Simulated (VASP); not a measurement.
# Al2GaSb3 (P6/mmm) in VASP: notebook

The runs below take Al2GaSb3 through single point, relaxation of cell and atoms, with PBE.

Program: VASP 6.6.1. These are calculated values, not measurements. Logs are shortened: lines on timing, memory, paths and dates and some standing lists are left out, and cuts for length are marked.

## Step 1: The cell of the first run

Symmetry: P6/mmm, No. 191, hexagonal system. Conventional cell: a = 6.504 Å, b = 6.504 Å, c = 3.768 Å, α = 90.00°, β = 90.00°, γ = 120.00°. Within 3.5 Å of Al (site symmetry -6m2) lie 6 Sb at 2.66 Å. Ga (site symmetry 6/mmm) has 6 Al at 3.75 Å and 12 Sb at 3.76 Å and 2 Ga at 3.77 Å within 4.9 Å. Within 3.5 Å of Sb (site symmetry mmm) lie 4 Al at 2.66 Å and 4 Sb at 3.25 Å.

The cell was built from a structure type or drawn by symmetry, and may not be a known phase.

## Step 2: Single point, PBE

INCAR

```
SYSTEM = Al2GaSb3
PREC = Accurate
ENCUT = 520
EDIFF = 1E-7
ISMEAR = 0
SIGMA = 0.1
LREAL = .False.
LASPH = .True.
NELM = 100
ALGO = Normal
ISIF = 2
LWAVE = .False.
LCHARG = .False.
GGA = PE
NBANDS = 26
```

KPOINTS

```
regular mesh
0
Gamma
  3 3 4
  0 0 0
```

POSCAR

```
Al2GaSb3
1.0
    6.5036206600      0.0000000000      0.0000000000
   -3.2518103300      5.6323007100      0.0000000000
    0.0000000000      0.0000000000      3.7683417700
Al Ga Sb
2 1 3
Direct
    0.6666666700      0.3333333300      0.0000000000
    0.3333333300      0.6666666700      0.0000000000
    0.0000000000      0.0000000000      0.0000000000
    0.5000000000      0.0000000000      0.5000000000
    0.0000000000      0.5000000000      0.5000000000
    0.5000000000      0.5000000000      0.5000000000
```

Potentials or basis: VASP PAW PBE potentials, release 64 (Al, Ga_d, Sb).

On the command line:

```sh
$ cat potpaw_PBE.64/Al/POTCAR potpaw_PBE.64/Ga_d/POTCAR potpaw_PBE.64/Sb/POTCAR > POTCAR
$ mpirun -np 1 vasp_std > vasp.out
```

OUTCAR:

```text
SYSTEM = Al2GaSb3
   PREC = Accurate
   ENCUT = 520
   EDIFF = 1E-7
   ISMEAR = 0
   LREAL = .False.
   LASPH = .True.
   NELM = 100
   ISIF = 2
   GGA = PE

 ion  position               nearest neighbor table
   1  0.667  0.333  0.000-   5 2.66   5 2.66   4 2.66   4 2.66   6 2.66   6 2.66
   2  0.333  0.667  0.000-   5 2.66   5 2.66   4 2.66   4 2.66   6 2.66   6 2.66
   3  0.000  0.000  0.000-
   4  0.500  0.000  0.500-   1 2.66   2 2.66   1 2.66   2 2.66   5 3.25   6 3.25   6 3.25   5 3.25

   5  0.000  0.500  0.500-   1 2.66   2 2.66   1 2.66   2 2.66   6 3.25   6 3.25   4 3.25   4 3.25

   6  0.500  0.500  0.500-   1 2.66   2 2.66   1 2.66   2 2.66   5 3.25   5 3.25   4 3.25   4 3.25

  LATTYP: Found a hexagonal cell.
 ALAT       =     6.5036206600
 C/A-ratio  =     0.5794221353

  Lattice vectors:

 A1 = (   6.5036206600,   0.0000000000,   0.0000000000)
 A2 = (  -3.2518103300,   5.6323007100,   0.0000000000)
 A3 = (   0.0000000000,   0.0000000000,   3.7683417700)

Analysis of symmetry for initial positions (statically):
=====================================================================
 Subroutine PRICEL returns:
 Original cell was already a primitive cell.

 Routine SETGRP: Setting up the symmetry group for a
 hexagonal supercell.

 Subroutine GETGRP returns: Found 24 space group operations
 (whereof 24 operations were pure point group operations)
 out of a pool of 24 trial point group operations.

The static configuration has the point symmetry D_6h.

Analysis of symmetry for dynamics (positions and initial velocities):
=====================================================================
 Subroutine PRICEL returns:
 Original cell was already a primitive cell.

 Routine SETGRP: Setting up the symmetry group for a
 hexagonal supercell.

 Subroutine GETGRP returns: Found 24 space group operations
 (whereof 24 operations were pure point group operations)
 out of a pool of 24 trial point group operations.

The dynamic configuration has the point symmetry D_6h.

 Subroutine INISYM returns: Found 24 space group operations
 (whereof 24 operations are pure point group operations),
 and found     1 'primitive' translations

----------------------------------------------------------------------------------------

                                     Primitive cell

  volume of cell :     138.0357

  direct lattice vectors                    reciprocal lattice vectors
     6.503620660  0.000000000  0.000000000     0.153760505  0.088773669  0.000000000
    -3.251810330  5.632300710  0.000000000     0.000000000  0.177547338  0.000000000
     0.000000000  0.000000000  3.768341770     0.000000000  0.000000000  0.265368712

  length of vectors
     6.503620660  6.503620662  3.768341770     0.177547338  0.177547338  0.265368712

  position of ions in fractional coordinates (direct lattice)
     0.666666670  0.333333330  0.000000000
     0.333333330  0.666666670  0.000000000
     0.000000000  0.000000000  0.000000000
     0.500000000  0.000000000  0.500000000
     1.000000000  0.500000000  0.500000000
     0.500000000  0.500000000  0.500000000

  ion indices of the primitive-cell ions
   primitive index   ion index
                 1           1
                 2           2
                 3           3
                 4           4
                 5           5
                 6           6

----------------------------------------------------------------------------------------

 KPOINTS: regular mesh

Automatic generation of k-mesh.
 Grid dimensions read from file:
 generate k-points for:    3    3    4

 Generating k-lattice:

  Cartesian coordinates                     Fractional coordinates (reciprocal lattice)
     0.051253502  0.029591223  0.000000000     0.333333333 -0.000000000  0.000000000
     0.000000000  0.059182446  0.000000000     0.000000000  0.333333333  0.000000000
     0.000000000  0.000000000  0.066342178     0.000000000  0.000000000  0.250000000

  Length of vectors
     0.059182446  0.059182446  0.066342178

  Shift w.r.t. Gamma in fractional coordinates (k-lattice)
     0.000000000  0.000000000  0.000000000

 Subroutine IBZKPT returns following result:
 ===========================================

 Found      9 irreducible k-points:

 Following reciprocal coordinates:
            Coordinates               Weight
  0.000000  0.000000  0.000000      1.000000
  0.333333  0.000000  0.000000      6.000000
  0.333333  0.333333  0.000000      2.000000
  0.000000  0.000000  0.250000      2.000000
  0.333333  0.000000  0.250000     12.000000
  0.333333  0.333333  0.250000      4.000000
  0.000000  0.000000  0.500000      1.000000
  0.333333  0.000000  0.500000      6.000000
  0.333333  0.333333  0.500000      2.000000
   k-points           NKPTS =      9   k-points in BZ     NKDIM =      9   number of bands    NBANDS=     26
   number of dos      NEDOS =    301   number of ions     NIONS =      6
   total plane-waves  NPLWV =  64512
[... 28 lines left out ...]
   EMIN   =  10.00;   EMAX   =-10.00  energy-range for DOS
   EFERMI =   0.00;   METHOD = LEGACY
   ISMEAR =     0;   SIGMA  =   0.10  broadening in eV -4-tet -1-fermi 0-gaus
   EFERMI_NEDOS =   21; number of points for ismear=-14 and -15
   IALGO  =     38    algorithm
   IMIX   =      4    mixing-type and parameters
     AMIX     =   0.40;   BMIX     =  1.00
     AMIX_MAG =   1.60;   BMIX_MAG =  1.00
  volume/ion in A,a.u.               =      23.01       155.25
  Fermi-wavevector in a.u.,A,eV,Ry     =   1.026213  1.939261 14.328464  1.053112
  Thomas-Fermi vector in A             =   2.160094
   LORBIT       =      0    0 simple, 1 ext, 2 COOP (PROOUT), +10 PAW based schemes
   GGA     = PE    functional components
   LHFCALC =     F    Hartree Fock is set to
   AEXX    =    0.0000 exact exchange contribution
   IVDW    =     0    specifies the selected vdW correction
   LEPSILON=     F    determine dielectric tensor
   LRPA    =     F    only Hartree local field effects (RPA)
 non-spin polarized calculation
 Gauss-broadening in eV      SIGMA  =   0.10
  energy-cutoff  :      520.00
  volume of cell :      138.04
 maximum number of plane-waves:      3746
   NGX = 25   NGY = 25   NGZ = 15

 number of electron      34.0000009 magnetization

 Free energy of the ion-electron system (eV)
  ---------------------------------------------------
  ext. energy  EPLUGINS =         0.00000000
  ---------------------------------------------------
  free energy    TOTEN  =       -19.63381704 eV

  energy without entropy =      -19.61492224  energy(sigma->0) =      -19.62436964

 E-fermi :   7.5011     XC(G=0):  -9.9789

 val. band max:        7.2119001182   @ k =   0.3333   0.0000   0.5000
 cond. band min:       7.5011668980   @ k =   0.3333   0.0000   0.2500
 fundamental gap:      0.2892667798
 Fermi energy:         7.5010662884

 k-point     1 :       0.0000    0.0000    0.0000
  band No.  band energies     occupation
      1      -7.4898      2.00000
      2      -7.4780      2.00000
      3      -7.4780      2.00000
      4      -7.4674      2.00000
      5      -7.4674      2.00000
      6      -5.5326      2.00000
[... 18 lines left out ...]
     25      11.7150      0.00000
     26      11.7150      0.00000

 k-point     2 :       0.3333    0.0000    0.0000
  band No.  band energies     occupation
      1      -7.4894      2.00000
      2      -7.4783      2.00000
      3      -7.4772      2.00000
      4      -7.4676      2.00000
      5      -7.4675      2.00000
      6      -5.1287      2.00000
[... 18 lines left out ...]
     25      11.9947      0.00000
     26      12.0980      0.00000

 k-point     3 :       0.3333    0.3333    0.0000
  band No.  band energies     occupation
      1      -7.4892      2.00000
      2      -7.4776      2.00000
      3      -7.4776      2.00000
      4      -7.4676      2.00000
      5      -7.4676      2.00000
      6      -4.4662      2.00000
[... 137 lines left out ...]
 k-point     8 :       0.3333    0.0000    0.5000
  band No.  band energies     occupation
      1      -7.4805      2.00000
      2      -7.4797      2.00000
      3      -7.4756      2.00000
      4      -7.4752      2.00000
      5      -7.4589      2.00000
      6      -3.6516      2.00000
[... 18 lines left out ...]
     25      12.9643      0.00000
     26      13.1165      0.00000

 k-point     9 :       0.3333    0.3333    0.5000
  band No.  band energies     occupation
      1      -7.4804      2.00000
      2      -7.4804      2.00000
      3      -7.4753      2.00000
      4      -7.4753      2.00000
      5      -7.4587      2.00000
      6      -3.0070      2.00000
[... 18 lines left out ...]
     25      11.4744      0.00000
     26      12.4943      0.00000

------------------------ aborting loop because EDIFF is reached ----------------------------------------

  FORCE on cell =-STRESS in cart. coord.  units (eV):
  Direction    XX          YY          ZZ          XY          YZ          ZX
  --------------------------------------------------------------------------------------
  -------------------------------------------------------------------------------------
  Total       13.8070000     13.8070000      8.2792779      0.0000000      0.0000000      0.0000000
  in kB      160.2575821    160.2575822     96.0974186      0.0000000      0.0000000      0.0000000
  external PRESSURE =     138.8708610 kB  Pullay stress =       0.0000000 kB

 VOLUME and BASIS-vectors are now :
 -----------------------------------------------------------------------------
  energy-cutoff  :      520.00
  volume of cell :      138.04
      direct lattice vectors                 reciprocal lattice vectors
     6.503620660  0.000000000  0.000000000     0.153760505  0.088773669  0.000000000
    -3.251810330  5.632300710  0.000000000     0.000000000  0.177547338  0.000000000
     0.000000000  0.000000000  3.768341770     0.000000000  0.000000000  0.265368712

 POSITION                                       TOTAL-FORCE (eV/Angst)
 -----------------------------------------------------------------------------------
      3.25181      1.87743      0.00000         0.000000      0.000000      0.000000
     -0.00000      3.75487      0.00000        -0.000000      0.000000      0.000000
      0.00000      0.00000      0.00000         0.000000      0.000000      0.000000
      3.25181      0.00000      1.88417         0.000000      0.000000      0.000000
     -1.62591      2.81615      1.88417         0.000000      0.000000      0.000000
      1.62591      2.81615      1.88417         0.000000      0.000000      0.000000
 -----------------------------------------------------------------------------------
    total drift:                                0.000000     -0.000000     -0.000000

  FREE ENERGIE OF THE ION-ELECTRON SYSTEM (eV)
  ---------------------------------------------------
  free  energy   TOTEN  =       -19.6338170425 eV

  energy  without entropy=      -19.6149222371  energy(sigma->0) =      -19.62436964
```

It took 52 s on 1 thread of Intel Xeon 8259CL, shared host; peak memory 0.25 GiB.

What came out:

- Free energy: -19.6338 eV
- Pressure: 13.9 GPa
- Band gap on the k mesh: zero (bands 17 and 18 overlap by 2.07 eV)

Stress tensor (GPa, compression positive):
```
16.03  0.00  0.00
 0.00 16.03  0.00
 0.00  0.00  9.61
```

Caveat: the k points lie up to 0.42 Å⁻¹ apart, too coarse for converged energies and pressures of a metal; spin-orbit coupling is left out, which moves the levels of the heavy elements.

## Step 3: Single point, PBE

This run uses another cell than the first one, of 28.36 Å³/atom.

INCAR

```
  PREC = Accurate
  ENCUT = 520
  EDIFF = 1E-6
  ISMEAR = 0
  SIGMA = 0.1
  LREAL = F
  LASPH = T
  NELM = 100
  ALGO = Normal
  ISIF = 2
  LWAVE = F
  LCHARG = F
  GGA = PE
  NBANDS = 26
```

KPOINTS

```
regular mesh
0
Gamma
  3 3 4
```

POSCAR

```
Al2GaSb3
1.0
    7.0991813444      0.0000000000      0.0000000000
   -3.5495906722      6.1480713903      0.0000000000
    0.0000000000      0.0000000000      3.8990183676
Al Ga Sb
2 1 3
Direct
    0.6666666667      0.3333333333      0.0000000000
    0.3333333333      0.6666666667      0.0000000000
    0.0000000000      0.0000000000      0.0000000000
    0.5000000000      0.0000000000      0.5000000000
    0.0000000000      0.5000000000      0.5000000000
    0.5000000000      0.5000000000      0.5000000000
```

Potentials or basis: VASP PAW PBE potentials, release 64 (Al, Ga_d, Sb).

On the command line:

```sh
$ cat potpaw_PBE.64/Al/POTCAR potpaw_PBE.64/Ga_d/POTCAR potpaw_PBE.64/Sb/POTCAR > POTCAR
$ mpirun -np 1 vasp_std > vasp.out
```

It took 70 s on 1 thread of Intel Xeon 8259CL, shared host; peak memory 0.3 GiB.

It converged, with:

```
Free energy            : -20.9124 eV
Pressure               : 0.2 GPa
Band gap on the k mesh : zero (bands 17 and 18 overlap by 1.50 eV)
```

Stress tensor (GPa, compression positive):
```
 0.39  0.00  0.00
 0.00  0.39  0.00
 0.00  0.00 -0.22
```

Levels at points of the mesh, in eV from the Fermi level:
| k point | band 13 | band 14 | band 15 | band 16 | band 17 | band 18 | band 19 | band 20 | band 21 | band 22 |
| --- | --- | --- | --- | --- | --- | --- | --- | --- | --- | --- |
| (0.00, 0.00, 0.00) | -1.93 | -0.27 | 0.29 | 0.29 | 0.67 | 0.67 | 1.34 | 2.18 | 3.06 | 3.07 |
| (0.00, 0.00, 0.50) | -3.96 | -3.83 | -2.46 | -2.46 | -0.46 | -0.30 | -0.30 | 1.91 | 1.91 | 2.11 |

Caveat: the k points lie up to 0.40 Å⁻¹ apart, too coarse for converged energies and pressures of a metal; spin-orbit coupling is left out, which moves the levels of the heavy elements.

## Step 4: Relaxation of cell and atoms, PBE

INCAR

```
SYSTEM = Al2GaSb3
PREC = Accurate
ENCUT = 600
EDIFF = 1E-6
ISMEAR = 0
SIGMA = 0.1
LREAL = .False.
LASPH = .True.
NELM = 100
ALGO = Normal
ISIF = 3
LWAVE = .False.
LCHARG = .False.
GGA = PE
IBRION = 2
NSW = 90
EDIFFG = -0.04
```

KPOINTS

```
Automatic mesh
0
Gamma
  3 3 4
  0 0 0
```

POSCAR

```
Al2GaSb3
1.0
    6.5036206600      0.0000000000      0.0000000000
   -3.2518103300      5.6323007100      0.0000000000
    0.0000000000      0.0000000000      3.7683417700
Al Ga Sb
2 1 3
Direct
    0.6666666700      0.3333333300      0.0000000000
    0.3333333300      0.6666666700      0.0000000000
    0.0000000000      0.0000000000      0.0000000000
    0.5000000000      0.0000000000      0.5000000000
    0.0000000000      0.5000000000      0.5000000000
    0.5000000000      0.5000000000      0.5000000000
```

On the command line:

```sh
$ cat potpaw_PBE.64/Al/POTCAR potpaw_PBE.64/Ga_d/POTCAR potpaw_PBE.64/Sb/POTCAR > POTCAR
$ mpirun -np 1 vasp_std > vasp.out
```

It took 4 min on 1 thread of Intel Xeon 8259CL, shared host; peak memory 0.31 GiB.

It converged, with:

* Free energy: -20.9131 eV
* Relaxed volume: 28.49 Å³/atom
* Relaxed cell: a = 7.125 Å, b = 7.125 Å, c = 3.888 Å, α = 90.00°, β = 90.00°, γ = 120.00°
* Space group after relaxing (to 0.1 Å): P6/mmm (No. 191)
* Energy gained by relaxing: 213.2 meV/atom
* Ionic steps: 6
* Pressure after relaxing: 0.0 GPa
* Band gap on the k mesh: zero (bands 17 and 18 overlap by 1.48 eV)

The path:
| step | energy change (eV) | largest force (eV/Å) | pressure (GPa) | volume (Å³) |
| --- | --- | --- | --- | --- |
| 1 | 0.0000 | 0.0000 | 13.88 | 138.04 |
| 2 | -1.1783 | 0.0000 | -2.37 | 181.70 |
| 3 | -1.2508 | 0.0000 | -0.14 | 170.91 |
| 4 | -1.2510 | 0.0000 | -0.30 | 171.62 |
| 5 | -1.2784 | 0.0000 | -0.01 | 171.03 |
| 6 | -1.2790 | 0.0000 | 0.05 | 170.92 |

Final structure:
```cif
data_structure
_symmetry_space_group_name_H-M 'P 1'
_symmetry_Int_Tables_number 1
_cell_length_a 7.1251
_cell_length_b 7.1251
_cell_length_c 3.8876
_cell_angle_alpha 90.000
_cell_angle_beta 90.000
_cell_angle_gamma 120.000
_cell_volume 170.92
loop_
_atom_site_label
_atom_site_type_symbol
_atom_site_fract_x
_atom_site_fract_y
_atom_site_fract_z
_atom_site_occupancy
Al1 Al 0.66667 0.33333 0.00000 1
Al2 Al 0.33333 0.66667 0.00000 1
Ga1 Ga 0.00000 0.00000 0.00000 1
Sb1 Sb 0.50000 0.00000 0.50000 1
Sb2 Sb 0.00000 0.50000 0.50000 1
Sb3 Sb 0.50000 0.50000 0.50000 1
```

Levels at points of the mesh, in eV from the Fermi level:
| k point | band 15 | band 16 | band 17 | band 18 | band 19 | band 20 |
| --- | --- | --- | --- | --- | --- | --- |
| (0.00, 0.00, 0.00) | 0.23 | 0.23 | 0.70 | 0.70 | 1.28 | 2.22 |
| (0.00, 0.00, 0.50) | -2.45 | -2.45 | -0.49 | -0.30 | -0.30 | 1.85 |

Caveat: the k points lie up to 0.40 Å⁻¹ apart in the final cell, too coarse for converged energies and pressures of a metal; the volume moved by over 15 % at a fixed basis, so the end points are rough; spin-orbit coupling is left out, which moves the levels of the heavy elements.

## Step 5: Single point, PBE

This run uses another cell than the first one, of 28.28 Å³/atom.

INCAR

```
SYSTEM = Al2GaSb3
  ALGO = Normal
  EDIFF = 1E-6
  ENCUT = 520
  GGA = PE
  ISIF = 2
  ISMEAR = 0
  LASPH = .True.
  LCHARG = .True.
  LELF = .True.
  LREAL = .False.
  LVHAR = .True.
  LWAVE = .False.
  NBANDS = 26
  NELM = 80
  PREC = Accurate
  SIGMA = 0.1
```

KPOINTS

```
k-points
0
Gamma
  6 6 10
  0 0 0
```

POSCAR

```
Al2GaSb3
1.0
    6.9213574893      0.0000000000      0.0000000000
   -3.4606787446      5.9940714144      0.0000000000
    0.0000000000      0.0000000000      4.0898523575
Al Ga Sb
2 1 3
Direct
    0.6666666667      0.3333333333      0.0000000000
    0.3333333333      0.6666666667      0.0000000000
    0.0000000000      0.0000000000      0.0000000000
    0.5000000000      0.0000000000      0.5000000000
    0.0000000000      0.5000000000      0.5000000000
    0.5000000000      0.5000000000      0.5000000000
```

On the command line:

```sh
$ cat potpaw_PBE.64/Al/POTCAR potpaw_PBE.64/Ga_d/POTCAR potpaw_PBE.64/Sb/POTCAR > POTCAR
$ mpirun -np 1 vasp_std > vasp.out
```

Wall time 4.4 min (1 thread of Intel Xeon 8259CL, shared host); peak memory 0.4 GiB.

It converged, with:

- Free energy: -20.9168 eV
- Pressure: 0.1 GPa
- Band gap on the k mesh: zero (bands 17 and 18 overlap by 1.84 eV)

Levels at points of the mesh, in eV from the Fermi level:
```csv
k point,band 13,band 14,band 15,band 16,band 17,band 18,band 19,band 20,band 21,band 22
"(0.00, 0.00, 0.00)",-2.61,-0.93,0.24,0.24,0.82,0.82,1.62,1.71,2.24,2.80
"(0.50, 0.00, 0.00)",-2.12,-2.03,-1.32,-1.27,-0.11,0.19,0.85,1.07,1.43,2.49
"(0.00, 0.00, 0.50)",-3.79,-3.79,-2.67,-2.67,-0.47,-0.47,-0.38,2.25,2.25,2.31
"(0.50, 0.00, 0.50)",-3.96,-1.99,-1.80,-1.10,-0.90,-0.74,0.29,1.11,1.47,1.64
```

Caveat: spin-orbit coupling is left out, which moves the levels of the heavy elements.

## Step 6: Summary

```tsv
task	cell	k mesh	cutoff (eV)	gap on the mesh (eV)	pressure (GPa)
single point	a = 6.504, b = 6.504, c = 3.768 Å, angles 90.0, 90.0, 120.0°, 6 atoms	3 × 3 × 4	520	none	13.9
single point	a = 7.099, b = 7.099, c = 3.899 Å, angles 90.0, 90.0, 120.0°, 6 atoms	3 × 3 × 4	520	none	0.2
relaxation of cell and atoms	relaxed from a = 6.504, b = 6.504, c = 3.768 Å, angles 90.0, 90.0, 120.0°, 6 atoms	3 × 3 × 4	600	none	0.0
single point	a = 6.921, b = 6.921, c = 4.090 Å, angles 90.0, 90.0, 120.0°, 6 atoms	6 × 6 × 10	520	none	0.1
```

Alike in all rows: level PBE; potentials or basis VASP PAW PBE potentials, release 64 (Al, Ga_d, Sb); no spin polarisation; smearing gaussian 0.1 eV.

Caveats: some runs use coarse meshes; spin-orbit coupling is left out, which moves the levels of the heavy elements; the volume moved by over 15 % at a fixed basis, so the end points are rough (at least some runs).

Total energies depend on the potentials used, so only differences within one code and one set of settings carry meaning.
